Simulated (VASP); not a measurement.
Runs of VASP 6.6.1 on SrO. The structure is that of space group F-43m (No. 216), or close to it. The cells are those of the table. 

```csv
cell,gap on the mesh (eV),pressure (GPa)
"a = 3.949 Å, angles 60.0°, 2 atoms",2.90,0.5
"a = 3.975 Å, angles 60.0°, 2 atoms",(a),-0.8
"a = 3.966 Å, angles 60.0°, 2 atoms",2.87,-0.4
"a = 3.895 Å, angles 60.0°, 2 atoms",3.01,3.5
"a = 3.958 Å, angles 60.0°, 2 atoms",2.88,0.0
"a = 3.922 Å, angles 60.0°, 2 atoms",2.96,1.9
"a = 4.039 Å, angles 60.0°, 2 atoms",(b),-3.5
"a = 3.949, b = 3.949, c = 3.929 Å, angles 60.2, 60.2, 60.3°, 2 atoms",2.90,0.5
```

Alike in all rows: task single point; level r2SCAN; potentials or basis VASP PAW PBE potentials, release 64 (Sr_sv, O); no spin polarisation; k mesh 8 × 8 × 8; cutoff (eV) 520; smearing gaussian 0.05 eV.

Question: Fill in the values left out.

Answer: (a) 2.85; (b) 2.72.

Caveats: the PAW data sets were made with another functional, which shifts forces and pressure a little.

A k mesh can miss the band edges, and the runs leave out spin-orbit coupling on Sr.
